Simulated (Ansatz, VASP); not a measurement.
**Two plane-wave programs on Si**

```
CELL_PARAMETERS angstrom
2.61985 0.00000 0.00000
-1.30993 2.26886 0.00000
0.00000 0.00000 2.52666
ATOMIC_POSITIONS crystal
Si 0.00000 0.00000 0.00000
```

Alike in both runs: task relaxation of cell and atoms; functional PBE; k mesh 6 × 6 × 6; occupations gaussian, width 0.1 eV; no spin polarisation.

|  | VASP | Ansatz |
| --- | --- | --- |
| version | VASP 6.6.1 | Ansatz 0.2.0 |
| potentials or method | VASP PAW PBE potentials, release 64 (Si), cutoff 600 eV | scalar-relativistic, plane waves, PAW |
| valence electrons in the cell | 4 | 4 |

Ansatz gave:

- gap on the k mesh at the Fermi level, each at its own relaxed structure (eV): none
- relaxed volume (Å³/atom): 15.25
- relaxed length of the cell vector where the two differ most in proportion (Å): 2.526

**Question.** Estimate VASP's values.

**Answer.** gap on the k mesh at the Fermi level, each at its own relaxed structure (eV): none; relaxed volume (Å³/atom): 15.27; relaxed length of the cell vector where the two differ most in proportion (Å): 2.529.

A gap of «none» marks a metal or a gap that the smearing closes.

The k mesh is coarse, so the values compare programs but aren't converged.
